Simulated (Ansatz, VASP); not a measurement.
As: VASP beside Ansatz

Contents of INCAR:

```
ALGO = Normal
EDIFF = 1E-6
ENCUT = 500
GGA_COMPAT = False
ISIF = 2
ISMEAR = -1
LASPH = True
LCHARG = False
LREAL = False
LWAVE = False
NBANDS = 12
NELM = 120
PREC = Accurate
SIGMA = 0.1
```

The input KPOINTS:

```
k-points
0
Gamma
  17 17 17
```

Contents of POSCAR:

```
As
1.0
    1.8799878575      1.0854114956      3.3276505507
   -1.8799878575      1.0854114956      3.3276505507
    0.0000000000     -2.1708229912      3.3276505507
As
2
Direct
    0.7695128170      0.7695128170      0.7695128170
    0.2304871830      0.2304871830      0.2304871830
```

Input for Ansatz:

```yaml
crystal:
  lattice:
    - [1.8799878575, 1.0854114956, 3.3276505507]
    - [-1.8799878575, 1.0854114956, 3.3276505507]
    - [0.0, -2.1708229912, 3.3276505507]
  atoms:
    - { symbol: As, position: [0.769512817, 0.769512817, 0.769512817] }
    - { symbol: As, position: [0.230487183, 0.230487183, 0.230487183] }
hamiltonian:
  xc: lda
  pseudopotentials:
    kind: paw
    azcp:
      As: "pseudopotentials/As.paw.azcp"
basis:
  ecutwfc: 420
  fft_grid_basis: typed
kpoints:
  mp_grid: { grid: [17, 17, 17], shift: [0, 0, 0] }
magnetization:
  spin_polarized: false
scf:
  occupations: { method: fermi_dirac, width: 0.1 }
  lower_state_search: "off"
output:
  stress: true
```

Alike in both runs: task single point; functional LDA; k mesh 17 × 17 × 17; occupations fermi-dirac, width 0.1 eV; no spin polarisation.

|  | VASP | Ansatz |
| --- | --- | --- |
| version | VASP 6.6.1 | Ansatz 0.2.0 |
| potentials or method | VASP PAW LDA potentials, release 64 (As), cutoff 500 eV | plane waves (420 eV) with PAW, scalar-relativistic |
| valence electrons in the cell | 10 | 30 |

VASP gave:

| Item | Value |
| --- | --- |
| pressure (GPa) | 0.5 |
| traceless stress, the component that is largest in VASP (GPa) | -0.06 |

Which values does Ansatz return?

Pressure (GPa): 0.0; traceless stress, the component that is largest in VASP (GPa): 0.06.

Ansatz warns that its potentials were made for another functional, while VASP's fit it. LDA's correlation is that of Perdew and Zunger in VASP and of Perdew and Wang (1992) in Ansatz. VASP's potentials hold 10 valence electrons a cell and Ansatz's 30, so a difference there can come from the potentials and not from the codes.
